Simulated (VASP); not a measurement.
A run of VASP 6.6.1:

File INCAR:

```
SYSTEM = ZrN
PREC = Accurate
ENCUT = 600
EDIFF = 1E-6
ISMEAR = 0
SIGMA = 0.05
LREAL = .False.
LASPH = .True.
NELM = 120
ALGO = Normal
ISIF = 2
LWAVE = .False.
LCHARG = .False.
GGA = PE
IVDW = 12
NBANDS = 16
GGA_COMPAT = .False.
```

Contents of KPOINTS:

```
Automatic mesh
0
Gamma
  8 8 8
  0 0 0
```

Contents of POSCAR:

```
ZrN
1.0
    0.0000000000      2.2842273067      2.2842273067
    2.2842273067      0.0000000000      2.2842273067
    2.2842273067      2.2842273067      0.0000000000
Zr N
1 1
Direct
    0.5000000000      0.5000000000      0.5000000000
    0.0000000000      0.0000000000      0.0000000000
```

Potentials or basis: VASP PAW PBE potentials, release 64 (Zr_sv, N).

Command:

```console
$ cat potpaw_PBE.64/Zr_sv/POTCAR potpaw_PBE.64/N/POTCAR > POTCAR
$ mpirun -np 1 vasp_std > vasp.out
```

Hardware: 1 thread of Intel(R) Xeon(R) 6975P-C (Granite Rapids), on a shared host.

Problem. How long does it take, and how much memory?

Solution. It took 7.7 s on 1 thread of Intel(R) Xeon(R) 6975P-C (Granite Rapids), on a shared host, peak memory 0.17 GiB. Counts: scf iterations 13, k points 29.
